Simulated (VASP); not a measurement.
# Ru (P6_3/mmc) in VASP: further runs, part 2 of 2

VASP 6.6.1.

### 3 Single point, PBEsol (volume 13.321 Å^3 an atom, c/a of the conventional cell 1.6857)

Contents of INCAR:

```
PREC = Accurate ; ENCUT = 520
EDIFF = 1E-6 ; ISMEAR = 0
SIGMA = 0.15 ; LREAL = False
LASPH = True ; NELM = 100
ALGO = Fast ; ISIF = 2
LWAVE = False ; LCHARG = True
GGA = PS ; LELF = True
LVHAR = True ; NBANDS = 21
```

Contents of KPOINTS:

```
regular mesh
0
Gamma
  21 21 12
```

Contents of POSCAR:

```
Ru
1.0
    2.6328018547      0.0000000000      0.0000000000
   -1.3164009273      2.2800732893      0.0000000000
    0.0000000000      0.0000000000      4.4381140865
Ru
2
Direct
    0.3333333333      0.6666666667      0.2500000000
    0.6666666667      0.3333333333      0.7500000000
```

Potentials or basis: VASP PAW PBE potentials, release 64 (Ru_pv).

On the command line:

```
> cat potpaw_PBE.64/Ru_pv/POTCAR > POTCAR
> mpirun -np 1 vasp_std > vasp.out
```

OUTCAR:

```text
PREC = Accurate
   ENCUT = 520
   EDIFF = 1E-6
   ISMEAR = 0
   LREAL = False
   LASPH = True
   NELM = 100
   ISIF = 2
   GGA = PS

 ion  position               nearest neighbor table
   1  0.333  0.667  0.250-   2 2.69   2 2.69   2 2.69   2 2.69   2 2.69   2 2.69
   2  0.667  0.333  0.750-   1 2.69   1 2.69   1 2.69   1 2.69   1 2.69   1 2.69

  LATTYP: Found a hexagonal cell.
 ALAT       =     2.6328018547
 C/A-ratio  =     1.6857000000

  Lattice vectors:

[... 766 lines left out ...]

------------------------ aborting loop because EDIFF is reached ----------------------------------------

  FORCE on cell =-STRESS in cart. coord.  units (eV):
  Direction    XX          YY          ZZ          XY          YZ          ZX
  --------------------------------------------------------------------------------------
  -------------------------------------------------------------------------------------
  Total        1.9367277      1.9367277     -3.4585477      0.0000000      0.0000000      0.0000000
  in kB      116.4699024    116.4699024   -207.9883007      0.0000000      0.0000000      0.0000000
  external PRESSURE =       8.3171680 kB  Pullay stress =       0.0000000 kB

 VOLUME and BASIS-vectors are now :
 -----------------------------------------------------------------------------
  energy-cutoff  :      520.00
  volume of cell :       26.64
      direct lattice vectors                 reciprocal lattice vectors
     2.632801855  0.000000000  0.000000000     0.379823494  0.219291197  0.000000000
    -1.316400927  2.280073289  0.000000000     0.000000000  0.438582393  0.000000000
     0.000000000  0.000000000  4.438114086     0.000000000  0.000000000  0.225320931

 POSITION                                       TOTAL-FORCE (eV/Angst)
 -----------------------------------------------------------------------------------
     -0.00000      1.52005      1.10953         0.000000     -0.000000      0.000000
      1.31640      0.76002      3.32859        -0.000000      0.000000      0.000000
 -----------------------------------------------------------------------------------
    total drift:                               -0.000000      0.000000     -0.000000

  FREE ENERGIE OF THE ION-ELECTRON SYSTEM (eV)
  ---------------------------------------------------
  free  energy   TOTEN  =       -20.2331473281 eV

  energy  without entropy=      -20.2163044712  energy(sigma->0) =      -20.22472590
```

Run time: 2.4 min. Hardware: 1 thread of AMD EPYC 7R13 (Zen 3), shared host; peak memory 0.22 GiB.

Results:

```yaml
Free_energy: -20.2331 eV
Pressure: 0.8 GPa
Band_gap_on_the_k_mesh: zero (band 14 reaches 14.78 eV, above the bottom of band 15 at 11.61 eV)
```

Caveat: the PAW data sets were made with another functional, which shifts forces and pressure a little.

### 4 Single point, PBEsol (volume 13.321 Å^3 an atom, c/a of the conventional cell 1.5311)

Contents of INCAR:

```
SYSTEM = Ru
PREC = Accurate
ENCUT = 520
EDIFF = 1E-6
ISMEAR = 0
SIGMA = 0.15
LREAL = .FALSE.
LASPH = .TRUE.
NELM = 60
ALGO = Fast
ISIF = 2
LWAVE = .FALSE.
LCHARG = .FALSE.
GGA = PS
NBANDS = 21
```

Contents of KPOINTS:

```
regular mesh
0
G
  21 21 12
  0 0 0
```

Contents of POSCAR:

```
Ru
1.0
    2.7185902312      0.0000000000      0.0000000000
   -1.3592951156      2.3543682027      0.0000000000
    0.0000000000      0.0000000000      4.1624335030
Ru
2
Direct
    0.3333333333      0.6666666667      0.2500000000
    0.6666666667      0.3333333333      0.7500000000
```

On the command line:

```
> cat potpaw_PBE.64/Ru_pv/POTCAR > POTCAR
> mpirun -np 1 vasp_std > vasp.out
```

It took 2.4 min on 1 thread of AMD EPYC 7R13 (Zen 3), shared host; peak memory 0.22 GiB.

It converged, with:

```
Free energy            : -20.3258 eV
Pressure               : 0.8 GPa
Band gap on the k mesh : zero (band 14 reaches 14.53 eV, above the bottom of band 15 at 11.31 eV)
```

Stress tensor (GPa, compression positive):
```
-4.07  0.00  0.00
 0.00 -4.07  0.00
 0.00  0.00 10.50
```

Levels at points of the mesh, in eV from the Fermi level:
```
           k point  band 11  band 12  band 13  band 14  band 15  band 16  band 17  band 18
(0.00, 0.00, 0.00)    -2.20    -1.95    -1.95    -1.71    -1.71     1.21     1.21     1.64
(0.00, 0.00, 0.50)    -3.00    -3.00    -2.63    -2.63     0.59     0.59     0.59     0.59
```

Caveat: the PAW data sets were made with another functional, which shifts forces and pressure a little.

### 5 Single point, PBEsol (volume 13.534 Å^3 an atom, c/a of the conventional cell 1.5558)

Changes to INCAR since step 4:

```diff
@@ -3,3 +3,3 @@
 ENCUT = 520
-EDIFF = 1E-6
+EDIFF = 1E-7
 ISMEAR = 0
@@ -8,3 +8,3 @@
 LASPH = .TRUE.
-NELM = 60
+NELM = 100
 ALGO = Fast
```

KPOINTS is that of step 4.

Contents of POSCAR:

```
Ru
1.0
    2.7184661087      0.0000000000      0.0000000000
   -1.3592330543      2.3542607094      0.0000000000
    0.0000000000      0.0000000000      4.2293895719
Ru
2
Direct
    0.3333333333      0.6666666667      0.2500000000
    0.6666666667      0.3333333333      0.7500000000
```

On the command line:

```
> cat potpaw_PBE.64/Ru_pv/POTCAR > POTCAR
> mpirun -np 1 vasp_std > vasp.out
```

It took 2.3 min on 1 thread of AMD EPYC 7R13 (Zen 3), shared host; peak memory 0.22 GiB.

Results (log left out):

- Free energy: -20.3387 eV
- Pressure: -5.1 GPa
- Band gap on the k mesh: zero (band 14 reaches 14.27 eV, above the bottom of band 15 at 11.04 eV)

Stress tensor (GPa, compression positive):
```
-7.17  0.00  0.00
 0.00 -7.17  0.00
 0.00  0.00 -0.91
```

Levels at points of the mesh, in eV from the Fermi level:
```tsv
k point	band 12	band 13	band 14	band 15	band 16	band 17
(0.00, 0.00, 0.00)	-1.92	-1.92	-1.54	-1.54	1.18	1.18
(0.00, 0.00, 0.50)	-2.86	-2.67	-2.67	0.56	0.56	0.56
```

Caveat: the PAW data sets were made with another functional, which shifts forces and pressure a little.

### 6 Overview

```csv
cell,further INCAR settings,gap on the mesh (eV),pressure (GPa)
"a = 2.661, b = 2.661, c = 4.344 Å, angles 90.0, 90.0, 120.0°, 2 atoms",ALGO = Fast; EDIFF = 1e-06; NBANDS = 21,none,0.0
"a = 2.633, b = 2.633, c = 4.438 Å, angles 90.0, 90.0, 120.0°, 2 atoms",ALGO = Fast; EDIFF = 1e-06; NBANDS = 21,none,0.8
"a = 2.719, b = 2.719, c = 4.162 Å, angles 90.0, 90.0, 120.0°, 2 atoms",ALGO = Fast; EDIFF = 1e-06; NBANDS = 21,none,0.8
"a = 2.718, b = 2.718, c = 4.229 Å, angles 90.0, 90.0, 120.0°, 2 atoms",ALGO = Fast; EDIFF = 1e-07; NBANDS = 21,none,-5.1
```

Alike in all rows: task single point; level PBEsol; potentials or basis VASP PAW PBE potentials, release 64 (Ru_pv); no spin polarisation; k mesh 21 × 21 × 12; cutoff (eV) 520; smearing gaussian 0.15 eV.

Caveats: the PAW data sets were made with another functional, which shifts forces and pressure a little.

Total energies depend on the potentials used, so only differences within one code and one set of settings carry meaning.
